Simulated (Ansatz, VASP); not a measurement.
## Two plane-wave programs on CrGaPd3

```
CELL_PARAMETERS angstrom
4.59121 0.00000 0.00000
0.00000 4.59121 0.00000
0.00000 0.00000 4.59121
ATOMIC_POSITIONS crystal
Cr 0.50000 0.50000 0.50000
Ga 0.00000 0.00000 0.00000
Pd 0.00000 0.50000 0.50000
Pd 0.50000 0.00000 0.50000
Pd 0.50000 0.50000 0.00000
```

Alike in both runs: functional PBE; k mesh 8 × 8 × 8; occupations gaussian, width 0.1 eV; no spin polarisation.

Ansatz relaxed the structure, and its values are those at the end. VASP's run is a single point on that final structure, the one shown.

|  | VASP | Ansatz |
| --- | --- | --- |
| version | VASP 6.6.1 | Ansatz 0.2.0 |
| potentials or method | VASP PAW PBE potentials, release 64 (Cr_pv, Ga_d, Pd), cutoff 520 eV | scalar-relativistic, plane waves, PAW |
| valence electrons in the cell | 55 | 81 |

```tsv
	VASP	Ansatz	Ansatz less VASP
gap on the k mesh at the Fermi level (eV)	none	none	-
pressure (GPa)	0.0	0.0	+0.06
```

A gap of «none» marks a metal or a gap that the smearing closes. With one functional, cell and mesh, what is left measures potentials, basis and numerics. VASP's potentials hold 55 valence electrons a cell and Ansatz's 81, so a difference there can come from the potentials and not from the codes.
